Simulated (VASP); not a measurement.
Crystal: BeTe.

```xyz
2
Lattice="0.0000 2.8286 2.8286 2.8286 0.0000 2.8286 2.8286 2.8286 0.0000" Properties=species:S:1:pos:R:3 pbc="T T T"
Be    0.0000    0.0000    0.0000
Te    1.4143    1.4143    1.4143
```

Base run:

| Property | Result |
| --- | --- |
| Program | VASP 6.6.1 |
| Functional | r2SCAN |
| Potentials or basis | VASP PAW PBE potentials, release 64 (Be, Te) |
| Cutoff | 520 eV |
| k mesh | 6 × 6 × 6 |
| Occupations | gaussian, width 0.01 eV |
| Spin | no spin polarisation |

Its results: band gap on the k mesh 2.37 eV (least direct gap 4.03 eV); pressure 0.2 GPa.

**Question.** The run is repeated on the same cell with these changes: functional from r2SCAN to PBE0. What comes out?

**Answer.** Band gap on the k mesh 3.34 eV (least direct gap 5.17 eV); pressure -1.0 GPa.

Caveats: the PAW data sets were made with another functional, which shifts forces and pressure a little; spin-orbit coupling is left out, which moves the levels of the heavy elements.

A k mesh can miss the band edges.
